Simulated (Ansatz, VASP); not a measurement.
# Two plane-wave programs on Nb

```
Nb
1.0
    -1.62489    1.62489    1.62489
     1.62489   -1.62489    1.62489
     1.62489    1.62489   -1.62489
Nb
1
Direct
  0.00000 0.00000 0.00000
```

Alike in both runs: functional LDA; k mesh 16 × 16 × 16; occupations fermi-dirac, width 0.15 eV; no spin polarisation.

Ansatz relaxed the structure, and its values are those at the end. VASP's run is a single point on that final structure, the one shown.

|  | VASP | Ansatz |
| --- | --- | --- |
| version | VASP 6.6.1 | Ansatz 0.2.0 |
| potentials or method | VASP PAW LDA potentials, release 64 (Nb_sv), cutoff 520 eV | scalar-relativistic, plane waves, PAW |
| valence electrons in the cell | 13 | 13 |

|  | VASP | Ansatz | Ansatz less VASP |
| --- | --- | --- | --- |
| gap on the k mesh at the Fermi level (eV) | none | none | - |
| pressure (GPa) | -0.2 | 0.0 | +0.15 |

Ansatz warns that its potentials were made for another functional, while VASP's fit it. LDA's correlation is that of Perdew and Zunger in VASP and of Perdew and Wang (1992) in Ansatz. A gap of «none» marks a metal or a gap that the smearing closes.
